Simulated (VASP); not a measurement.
The system is Ag.

```
Ag
1.0
     2.64104    0.00000    0.00000
     0.00000    2.64104    0.00000
     0.00000    0.00000    2.64104
Ag
1
Direct
  0.00000 0.00000 0.00000
```

- Program: VASP 6.6.1
- Task: relaxation of cell and atoms
- Functional: PBE
- Potentials or basis: VASP PAW PBE potentials, release 64 (Ag)
- Cutoff: 600 eV
- k mesh: 12 × 12 × 12
- Occupations: fermi-dirac, width 0.1 eV
- Spin: no spin polarisation

At the start: pressure 11.4 GPa; volume 18.42 Å³/atom.

Q: Where does the relaxation end?

A: Over 3 steps the energy falls by 73.2 meV/atom and the volume is 20.78 Å³/atom (+12.8 %); space group Pm-3m (No. 221, to 0.05 Å).

Step by step:
```tsv
step	energy change (eV)	largest force (eV/Å)	pressure (GPa)	volume (Å³)
1	0.0000	0.0000	11.36	18.42
2	-0.0579	0.0000	-3.41	22.13
3	-0.0732	0.0000	0.06	20.78
```

Final structure:
```xyz
1
Lattice="2.7491 0.0000 0.0000 0.0000 2.7491 0.0000 0.0000 0.0000 2.7491" Properties=species:S:1:pos:R:3 pbc="T T T"
Ag    0.0000    0.0000    0.0000
```
